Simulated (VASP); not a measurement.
Runs of VASP 6.6.1 on PbS. The structure is that of space group I4/mmm (No. 139), or close to it. The cells are those of the table. 

```tsv
cell	gap on the mesh (eV)	pressure (GPa)
a = 4.144, b = 4.144, c = 4.298 Å, angles 58.8, 58.8, 62.5°, 2 atoms	0.19	(a)
a = 4.194, b = 4.194, c = 4.298 Å, angles 59.2, 59.2, 61.6°, 2 atoms	0.38	-0.9
a = 4.248, b = 4.248, c = 4.403 Å, angles 58.8, 58.8, 62.4°, 2 atoms	(b)	-2.6
a = 4.198, b = 4.198, c = 4.403 Å, angles 58.4, 58.4, 63.2°, 2 atoms	0.26	-0.8
a = 4.299, b = 4.299, c = 4.403 Å, angles 59.2, 59.2, 61.6°, 2 atoms	0.62	-3.5
a = 4.248, b = 4.248, c = 4.088 Å, angles 61.2, 61.2, 57.5°, 2 atoms	0.22	1.0
```

Alike in all rows: task single point; level PBE+D3(BJ); potentials or basis VASP PAW PBE potentials, release 64 (Pb_d, S); no spin polarisation; k mesh 10 × 10 × 10; cutoff (eV) 520; smearing gaussian 0.03 eV.

Task: Fill in the values left out.

Result: (a) 1.1; (b) 0.47.

Caveats: spin-orbit coupling is left out, which moves the levels of the heavy elements.

A k mesh can miss the band edges, and the runs leave out spin-orbit coupling on Pb.
